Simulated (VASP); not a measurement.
MgS: single point with r2SCANh+D3(BJ)

The system is MgS.

```xyz
2
Lattice="0.0000 2.8331 2.8331 2.8331 0.0000 2.8331 2.8331 2.8331 0.0000" Properties=species:S:1:pos:R:3 pbc="T T T"
S     4.2497    4.2497    4.2497
Mg    0.0000    0.0000    0.0000
```

| Property | Result |
| --- | --- |
| Program | VASP 6.6.1 |
| Task | single point |
| Functional | r2SCANh |
| Dispersion | D3(BJ) |
| Potentials or basis | VASP PAW PBE potentials, release 64 (S, Mg) |
| Cutoff | 580 eV |
| k mesh | 4 × 4 × 4 |
| Occupations | gaussian, width 0.01 eV |
| Spin | no spin polarisation |
| Dipole correction | no |
| Grid for exact exchange (PRECFOCK) | Normal |
| Further INCAR settings | ALGO = Normal; EDIFF = 1e-06; NBANDS = 11 |
| Share of exact exchange | 0.1 |

The pressure is -1.6 GPa. The band gap on the k mesh is 4.71 eV. The dispersion energy per atom is -0.147 eV.

Levels at points of the mesh, in eV from the valence-band top:
```csv
k point,band 2,band 3,band 4,band 5,band 6,band 7
"(0.00, 0.00, 0.00)",0.00,0.00,0.00,4.71,9.29,9.29
"(0.50, 0.00, 0.00)",-3.26,-0.34,-0.34,6.41,8.89,8.89
"(0.50, 0.50, 0.00)",-2.92,-1.09,-1.09,4.92,6.90,12.85
```

Wall time 2.9 min on 1 thread of AMD EPYC 7R43 64-Core Processor (Zen 3) (shared host), peak memory 0.16 GiB.

Caveat: the k points lie up to 0.48 Å⁻¹ apart; the PAW data sets were made with another functional, which shifts forces and pressure a little. A k mesh can miss the band edges.
